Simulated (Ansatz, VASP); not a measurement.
BN: VASP beside Ansatz

The input INCAR:

```
  ALGO = Normal
  EDIFF = 1E-7
  ENCUT = 520
  GGA = PE
  ISIF = 2
  ISMEAR = -1
  LASPH = True
  LCHARG = True
  LELF = True
  LREAL = False
  LVHAR = True
  LWAVE = False
  NBANDS = 11
  NELM = 80
  PREC = Accurate
  SIGMA = 0.02
```

The input KPOINTS:

```
k-points
0
Gamma
  12 12 12
```

The input POSCAR:

```
BN
1.0
    0.0349220593      1.7946268727      1.7946268727
    1.7946268727      0.0349220593      1.7946268727
    1.7946268727      1.7946268727      0.0349220593
B N
1 1
Direct
    0.0002007007      0.0002007007      0.0002007007
    0.2497992993      0.2497992993      0.2497992993
```

Input for Ansatz:

```yaml
crystal:
  lattice:
    - [0.0349220593, 1.7946268727, 1.7946268727]
    - [1.7946268727, 0.0349220593, 1.7946268727]
    - [1.7946268727, 1.7946268727, 0.0349220593]
  atoms:
    - { symbol: B, position: [0.0002007007, 0.0002007007, 0.0002007007] }
    - { symbol: "N", position: [0.2497992993, 0.2497992993, 0.2497992993] }
kpoints:
  mp_grid: { grid: [12, 12, 12] }
  band_path:
    path:
      - [0.0, 0.0, 0.0]
      - [-0.5, -0.5, 0.0]
      - [-0.375, -0.375, 0.25]
      - [-0.375, 0.0, 0.375]
      - [0.0, 0.0, 0.5]
      - [-0.5, -0.25, 0.25]
      - [0.0, 0.5, 0.5]
    npoints: 1
hamiltonian:
  xc: pbe
scf:
  occupations: { method: fermi_dirac, width: 0.02 }
  n_extra_bands: 4
output:
  forces: true
  stress: true
  eigenvalues: true
  write_density: true
  write_potential: true
  elf: true
  volumetric_format: npy
```

Change from the starting cell: epitaxial_111 strain -2.5%.

Alike in both runs: task single point; functional PBE; k mesh 12 × 12 × 12; occupations fermi-dirac, width 0.02 eV; no spin polarisation.

|  | VASP | Ansatz |
| --- | --- | --- |
| version | VASP 6.6.1 | Ansatz 0.2.0 |
| potentials or method | VASP PAW PBE potentials, release 64 (B, N) | plane waves, PAW |
| plane-wave cutoff (eV) | 520 | 420 |
| valence electrons in the cell | 8 | 8 |

```csv
,VASP,Ansatz,Ansatz less VASP
gap on the k mesh at the Fermi level (eV),4.42,4.44,+0.011
pressure (GPa),25.3,24.9,-0.43
"traceless stress, the component that is largest in VASP (GPa)",-9.96,-9.90,+0.067
rms of the force components (eV/Å),0.026,0.023,-0.0033
```

Atom by atom the forces differ by 0.003 eV/Å (rms over components). The functional is the same, so the differences come from potentials, cutoffs and numerics.
